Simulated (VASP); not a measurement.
## Ga3O2: single point with PBE

Crystal: Ga3O2.

```xyz
5
Lattice="2.1732 1.2547 4.8005 -2.1732 1.2547 4.8005 0.0000 -2.5094 4.8005" Properties=species:S:1:pos:R:3 pbc="T T T"
Ga    0.0000    0.0000    8.4643
Ga    0.0000    0.0000    5.9371
Ga    0.0000    0.0000    0.0000
O     0.0000    0.0000    3.9662
O     0.0000    0.0000   10.4352
```

```json
{
 "Program": "VASP 6.6.1",
 "Task": "single point",
 "Functional": "PBE",
 "Potentials or basis": "VASP PAW PBE potentials, release 64 (Ga_d, O)",
 "Cutoff": "520 eV",
 "k mesh": "12 × 12 × 12",
 "Occupations": "gaussian, width 0.1 eV",
 "Spin": "no spin polarisation"
}
```

```
Pressure               : 0.2 GPa
Largest force          : 0.068 eV/Å
Band gap on the k mesh : zero (an odd number of electrons rules out a gap without spin polarisation)
```

Forces on the atoms (eV/Å):
```
Ga   0.000  0.000 -0.068
Ga   0.000  0.000  0.068
Ga   0.000  0.000  0.000
O    0.000  0.000 -0.066
O    0.000  0.000  0.066
```

Stress tensor (GPa, compression positive):
```
0.06 0.00 0.00
0.00 0.06 0.00
0.00 0.00 0.55
```

Levels at points of the mesh, in eV from the Fermi level:
| k point | band 24 | band 25 | band 26 | band 27 | band 28 | band 29 |
| --- | --- | --- | --- | --- | --- | --- |
| (0.00, 0.00, 0.00) | -3.48 | -1.80 | -0.56 | 0.53 | 0.53 | 4.62 |
| (0.50, 0.00, 0.00) | -2.26 | -1.46 | 0.36 | 0.90 | 2.84 | 3.03 |
| (0.50, 0.50, 0.00) | -3.06 | -1.47 | -1.01 | 0.99 | 2.94 | 4.80 |
| (0.50, 0.50, 0.50) | -3.05 | -2.27 | 1.42 | 1.42 | 2.02 | 3.15 |

Run time: 5.1 min on 1 thread of Intel(R) Xeon(R) 6975P-C (Granite Rapids), with other jobs on the host, peak memory 0.52 GiB.

Caveat: an odd number of electrons without spin polarisation forces a metal; a magnetic or distorted state may lie lower.
